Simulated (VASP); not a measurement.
# PbO2 (P1) in VASP: notebook

The runs below take PbO2 through single point, with PBEsol, PBEsol+D4, LDA.

All numbers are computed with VASP 6.6.1; they aren't measurements. Logs are shortened: lines on timing, memory, paths and dates and some standing lists are left out, and cuts for length are marked.

## (1) The cell of the first run

The typed cell holds 12 atoms: a = 4.984 Å, b = 4.984 Å, c = 6.796 Å, α = 90.00°, β = 90.00°, γ = 90.00°.

## (2) Single point, PBEsol

File INCAR:

```
PREC = Accurate ; ENCUT = 520
EDIFF = 1E-6 ; ISMEAR = -1
SIGMA = 0.05 ; LREAL = False
LASPH = True ; NELM = 60
ALGO = Normal ; ISIF = 2
LWAVE = False ; LCHARG = True
GGA = PS ; LELF = True
LVHAR = True ; NBANDS = 64
```

File KPOINTS:

```
Automatic mesh
0
Gamma
  2 2 2
  0.5 0.5 0.5
```

File POSCAR:

```
PbO2
1.0
    4.9835360000      0.0000000000      0.0000000000
    0.0000000000      4.9835360000      0.0000000000
    0.0000000000      0.0000000000      6.7958820000
Pb O
4 8
Direct
    0.9859620000      0.9847770000      0.9826100000
    0.9928800000      0.0021620000      0.4926290000
    0.4872950000      0.5014330000      0.2344190000
    0.5155990000      0.4905750000      0.7513230000
    0.3083030000      0.3235070000      0.9945830000
    0.3089010000      0.2946310000      0.4873590000
    0.7101380000      0.6743540000      0.0113670000
    0.7084070000      0.7090690000      0.5057160000
    0.2138230000      0.8046720000      0.2517960000
    0.1951580000      0.8280790000      0.7490360000
    0.8142950000      0.1813700000      0.2540940000
    0.8211400000      0.1866460000      0.7574270000
```

Potentials or basis: VASP PAW PBE potentials, release 64 (Pb_d, O).

Started as:

```bash
cat potpaw_PBE.64/Pb_d/POTCAR potpaw_PBE.64/O/POTCAR > POTCAR
mpirun -np 1 vasp_std > vasp.out
```

OUTCAR:

```text
PREC = Accurate
   ENCUT = 520
   EDIFF = 1E-6
   ISMEAR = -1
   LREAL = False
   LASPH = True
   NELM = 60
   ISIF = 2
   GGA = PS

 ion  position               nearest neighbor table
   1  0.986  0.985  0.983-  12 2.01  10 2.05   7 2.08  11 2.26   5 2.33   9 2.33   2 3.33   2 3.47
                             4 3.75   4 3.78   3 3.86   3 3.87   4 3.94   3 3.97   4 3.97   3 3.97
   2  0.993  0.002  0.493-   8 2.04  11 2.05   6 2.15  10 2.19  12 2.19   9 2.20   1 3.33   1 3.47
                             4 3.83   4 3.90   3 3.92   3 3.92   3 3.95   3 3.96   4 3.98   4 4.05
   3  0.487  0.501  0.234-   9 2.04   5 2.06   7 2.07   6 2.19  11 2.28   8 2.38   4 3.29   4 3.52
                             1 3.86   1 3.87   2 3.92   2 3.92   2 3.95   2 3.96   1 3.97   1 3.97
   4  0.516  0.491  0.751-   5 2.12  12 2.15   8 2.21   7 2.21   6 2.29  10 2.32   3 3.29   3 3.52
                             1 3.75   1 3.78   2 3.83   2 3.90   1 3.94   1 3.97   2 3.98   2 4.05
   5  0.308  0.324  0.995-   3 2.06   4 2.12   1 2.33
   6  0.309  0.295  0.487-   2 2.15   3 2.19   4 2.29
   7  0.710  0.674  0.011-   3 2.07   1 2.08   4 2.21
   8  0.708  0.709  0.506-   2 2.04   4 2.21   3 2.38
   9  0.214  0.805  0.252-   3 2.04   2 2.20   1 2.33
  10  0.195  0.828  0.749-   1 2.05   2 2.19   4 2.32
  11  0.814  0.181  0.254-   2 2.05   1 2.26   3 2.28
  12  0.821  0.187  0.757-   1 2.01   4 2.15   2 2.19

  LATTYP: Found a simple tetragonal cell.
 ALAT       =     4.9835360000
 C/A-ratio  =     1.3636666816

  Lattice vectors:

 A1 = (   4.9835360000,   0.0000000000,   0.0000000000)
 A2 = (   0.0000000000,   4.9835360000,   0.0000000000)
 A3 = (   0.0000000000,   0.0000000000,   6.7958820000)

Analysis of symmetry for initial positions (statically):
=====================================================================
 Subroutine PRICEL returns:
 Original cell was already a primitive cell.

 Routine SETGRP: Setting up the symmetry group for a
 simple tetragonal supercell.

 Subroutine GETGRP returns: Found  1 space group operations
 (whereof  1 operations were pure point group operations)
 out of a pool of 16 trial point group operations.

The static configuration has the point symmetry C_1 .

Analysis of symmetry for dynamics (positions and initial velocities):
=====================================================================
 Subroutine PRICEL returns:
 Original cell was already a primitive cell.

 Routine SETGRP: Setting up the symmetry group for a
 simple tetragonal supercell.

 Subroutine GETGRP returns: Found  1 space group operations
 (whereof  1 operations were pure point group operations)
 out of a pool of 16 trial point group operations.

The dynamic configuration has the point symmetry C_1 .

 Subroutine INISYM returns: Found  1 space group operations
 (whereof  1 operations are pure point group operations),
 and found     1 'primitive' translations

----------------------------------------------------------------------------------------

                                     Primitive cell

  volume of cell :     168.7800

  direct lattice vectors                    reciprocal lattice vectors
     4.983536000  0.000000000  0.000000000     0.200660736  0.000000000  0.000000000
     0.000000000  4.983536000  0.000000000     0.000000000  0.200660736  0.000000000
     0.000000000  0.000000000  6.795882000     0.000000000  0.000000000  0.147147935

  length of vectors
     4.983536000  4.983536000  6.795882000     0.200660736  0.200660736  0.147147935

  position of ions in fractional coordinates (direct lattice)
     0.985962000  0.984777000  0.982610000
     0.992880000  0.002162000  0.492629000
     0.487295000  0.501433000  0.234419000
     0.515599000  0.490575000  0.751323000
     0.308303000  0.323507000  0.994583000
     0.308901000  0.294631000  0.487359000
     0.710138000  0.674354000  0.011367000
     0.708407000  0.709069000  0.505716000
     0.213823000  0.804672000  0.251796000
     0.195158000  0.828079000  0.749036000
     0.814295000  0.181370000  0.254094000
     0.821140000  0.186646000  0.757427000

  ion indices of the primitive-cell ions
   primitive index   ion index
                 1           1
                 2           2
                 3           3
                 4           4
                 5           5
                 6           6
                 7           7
                 8           8
                 9           9
                10          10
                11          11
                12          12

----------------------------------------------------------------------------------------

 KPOINTS: Automatic mesh

Automatic generation of k-mesh.
 Grid dimensions read from file:
 generate k-points for:    2    2    2

 Generating k-lattice:

  Cartesian coordinates                     Fractional coordinates (reciprocal lattice)
     0.100330368  0.000000000  0.000000000     0.500000000  0.000000000  0.000000000
     0.000000000  0.100330368  0.000000000     0.000000000  0.500000000  0.000000000
     0.000000000  0.000000000  0.073573967     0.000000000  0.000000000  0.500000000

  Length of vectors
     0.100330368  0.100330368  0.073573967

  Shift w.r.t. Gamma in fractional coordinates (k-lattice)
     0.500000000  0.500000000  0.500000000

 Subroutine IBZKPT returns following result:
 ===========================================

 Found      4 irreducible k-points:

 Following reciprocal coordinates:
            Coordinates               Weight
  0.250000  0.250000  0.250000      2.000000
 -0.250000  0.250000  0.250000      2.000000
 -0.250000 -0.250000  0.250000      2.000000
  0.250000 -0.250000  0.250000      2.000000
   k-points           NKPTS =      4   k-points in BZ     NKDIM =      4   number of bands    NBANDS=     64
   number of dos      NEDOS =    301   number of ions     NIONS =     12
   total plane-waves  NPLWV =  86400
   dimension x,y,z NGX =    40 NGY =   40 NGZ =   54
   dimension x,y,z NGXF=    80 NGYF=   80 NGZF=  108
   ions per type =               4   8
   NGX,Y,Z   is equivalent  to a cutoff of  13.34, 13.34, 13.21 a.u.
   NGXF,Y,Z  is equivalent  to a cutoff of  26.69, 26.69, 26.42 a.u.
 SYSTEM =  unknown system
   PREC   = accura    normal or accurate (medium, high low for compatibility)
   ISTART =      0    job   : 0-new  1-cont  2-samecut
   ICHARG =      2    charge: 1-file 2-atom 10-const
   ISPIN  =      1    spin polarized calculation?
   LNONCOLLINEAR =      F non collinear calculations
   LSORBIT =      F    spin-orbit coupling
   LASPH  =      T    aspherical Exc in radial PAW
   ENCUT  =  520.0 eV  38.22 Ry    6.18 a.u.   9.27  9.27 12.64*2*pi/ulx,y,z
   NELM   =     60;   NELMIN=  2; NELMDL= -5     # of ELM steps
   EDIFF  = 0.1E-05   stopping-criterion for ELM
   LREAL  =      F    real-space projection
   EDIFFG = 0.1E-04   stopping-criterion for IOM
   NSW    =      0    number of steps for IOM
   IBRION =     -1    ionic relax: 0-MD 1-quasi-New 2-CG
   NFREE  =      0    steps in history (QN), initial steepest desc. (CG)
   ISIF   =      2    stress and relaxation
   ISYM   =      2    0-nonsym 1-usesym 2-fastsym
   POTIM  = 0.5000    time-step for ionic-motion
   TEBEG  =    0.0;   TEEND  =   0.0 temperature during run
   PSTRESS=    0.0 pullay stress
   NELECT =     104.0000    total number of electrons
   NUPDOWN=      -1.0000    fix difference up-down
   EMIN   =  10.00;   EMAX   =-10.00  energy-range for DOS
   EFERMI =   0.00;   METHOD = LEGACY
   ISMEAR =    -1;   SIGMA  =   0.05  broadening in eV -4-tet -1-fermi 0-gaus
   EFERMI_NEDOS =   21; number of points for ismear=-14 and -15
   IALGO  =     38    algorithm
   IMIX   =      4    mixing-type and parameters
     AMIX     =   0.40;   BMIX     =  1.00
     AMIX_MAG =   1.60;   BMIX_MAG =  1.00
  volume/ion in A,a.u.               =      14.07        94.92
  Fermi-wavevector in a.u.,A,eV,Ry     =   1.393089  2.632557 26.404794  1.940698
  Thomas-Fermi vector in A             =   2.516769
   LORBIT       =      0    0 simple, 1 ext, 2 COOP (PROOUT), +10 PAW based schemes
   GGA     = PS    functional components
   LHFCALC =     F    Hartree Fock is set to
   AEXX    =    0.0000 exact exchange contribution
   IVDW    =     0    specifies the selected vdW correction
   LEPSILON=     F    determine dielectric tensor
   LRPA    =     F    only Hartree local field effects (RPA)
 non-spin polarized calculation
  energy-cutoff  :      520.00
  volume of cell :      168.78
 maximum number of plane-waves:      4540
 NGX is ok and might be reduce to    40
   NGX = 19   NGY = 19   NGZ = 25

 number of electron     104.0000004 magnetization

 Free energy of the ion-electron system (eV)
  ---------------------------------------------------
  ext. energy  EPLUGINS =         0.00000000
  ---------------------------------------------------
  free energy    TOTEN  =       -67.09366750 eV

  energy without entropy =      -67.09366743  energy(sigma->0) =      -67.09366746

 E-fermi :   4.9009     XC(G=0): -10.9073

 val. band max:        4.0309211618   @ k =   0.2500   0.2500   0.2500
 cond. band min:       5.7270849822   @ k =   0.2500   0.2500   0.2500
 fundamental gap:      1.6961638204
 Fermi energy:         4.9008756133

 k-point     1 :       0.2500    0.2500    0.2500
  band No.  band energies     occupation
      1     -14.2734      2.00000
      2     -14.0903      2.00000
      3     -13.8467      2.00000
      4     -13.7070      2.00000
      5     -13.3572      2.00000
      6     -13.3313      2.00000
[... 56 lines left out ...]
     63      13.7952      0.00000
     64      14.2574      0.00000

 k-point     2 :      -0.2500    0.2500    0.2500
  band No.  band energies     occupation
      1     -14.2098      2.00000
      2     -14.1860      2.00000
      3     -13.7802      2.00000
      4     -13.7286      2.00000
      5     -13.4301      2.00000
      6     -13.2499      2.00000
[... 56 lines left out ...]
     63      13.8646      0.00000
     64      14.1982      0.00000

 k-point     3 :      -0.2500   -0.2500    0.2500
  band No.  band energies     occupation
      1     -14.2749      2.00000
      2     -14.0908      2.00000
      3     -13.8398      2.00000
      4     -13.7134      2.00000
      5     -13.3805      2.00000
      6     -13.3044      2.00000
[... 56 lines left out ...]
     63      13.9290      0.00000
     64      14.4670      0.00000

 k-point     4 :       0.2500   -0.2500    0.2500
  band No.  band energies     occupation
      1     -14.2226      2.00000
      2     -14.1719      2.00000
      3     -13.7878      2.00000
      4     -13.7187      2.00000
      5     -13.4319      2.00000
      6     -13.2482      2.00000
[... 56 lines left out ...]
     63      13.8770      0.00000
     64      14.2524      0.00000

------------------------ aborting loop because EDIFF is reached ----------------------------------------

  FORCE on cell =-STRESS in cart. coord.  units (eV):
  Direction    XX          YY          ZZ          XY          YZ          ZX
  --------------------------------------------------------------------------------------
  -------------------------------------------------------------------------------------
  Total        4.2812070      4.6590989      6.0919773      0.3419223     -1.3186336     -0.0537261
  in kB       40.6401946     44.2274075     57.8292863      3.2457639    -12.5173870     -0.5100059
  external PRESSURE =      47.5656295 kB  Pullay stress =       0.0000000 kB

 VOLUME and BASIS-vectors are now :
 -----------------------------------------------------------------------------
  energy-cutoff  :      520.00
  volume of cell :      168.78
      direct lattice vectors                 reciprocal lattice vectors
     4.983536000  0.000000000  0.000000000     0.200660736  0.000000000  0.000000000
     0.000000000  4.983536000  0.000000000     0.000000000  0.200660736  0.000000000
     0.000000000  0.000000000  6.795882000     0.000000000  0.000000000  0.147147935

 POSITION                                       TOTAL-FORCE (eV/Angst)
 -----------------------------------------------------------------------------------
      4.91358      4.90767      6.67770         1.613397      0.404318      3.519789
      4.94805      0.01077      3.34785         1.560414      0.054681      0.289712
      2.42845      2.49891      1.59308         0.925423     -1.015195      2.830161
      2.56951      2.44480      5.10590        -0.754087      0.678813     -1.381915
      1.53644      1.61221      6.75907        -0.959145     -1.121822     -0.760141
      1.53942      1.46830      3.31203         0.726196      0.708011      0.662089
      3.53900      3.36067      0.07725         0.107032     -0.022293     -1.113210
      3.53037      3.53367      3.43679        -1.500934     -1.774539      0.005281
      1.06559      4.01011      1.71118        -1.106393      1.179060     -0.550217
      0.97258      4.12676      5.09036         1.322433     -1.210914     -0.642112
      4.05807      0.90386      1.72679        -0.742028      0.812785     -1.510114
      4.09218      0.93016      5.14738        -1.192308      1.307096     -1.349323
 -----------------------------------------------------------------------------------
    total drift:                               -0.000401     -0.000668     -0.001391

  FREE ENERGIE OF THE ION-ELECTRON SYSTEM (eV)
  ---------------------------------------------------
  free  energy   TOTEN  =       -67.0936675022 eV

  energy  without entropy=      -67.0936674268  energy(sigma->0) =      -67.09366746
```

It took 60 s on 1 thread of Intel Xeon Platinum 8488C (Sapphire Rapids), shared host; peak memory 0.27 GiB.

What came out:

```yaml
Free_energy: -67.0937 eV
Pressure: 4.8 GPa
Largest_force: 3.893 eV/Å
Band_gap_on_the_k_mesh: 1.70 eV
```

Forces on the atoms (eV/Å):
```
Pb   1.613  0.404  3.520
Pb   1.560  0.055  0.290
Pb   0.925 -1.015  2.830
Pb  -0.754  0.679 -1.382
O   -0.959 -1.122 -0.760
O    0.726  0.708  0.662
O    0.107 -0.022 -1.113
O   -1.501 -1.775  0.005
O   -1.106  1.179 -0.550
O    1.322 -1.211 -0.642
O   -0.742  0.813 -1.510
O   -1.192  1.307 -1.349
```

Caveat: the k points lie up to 0.63 Å⁻¹ apart; the PAW data sets were made with another functional, which shifts forces and pressure a little; spin-orbit coupling is left out, which moves the levels of the heavy elements. As with any semilocal functional, this PBEsol gap is likely too small.

(Part 1 of 2 ends here.)
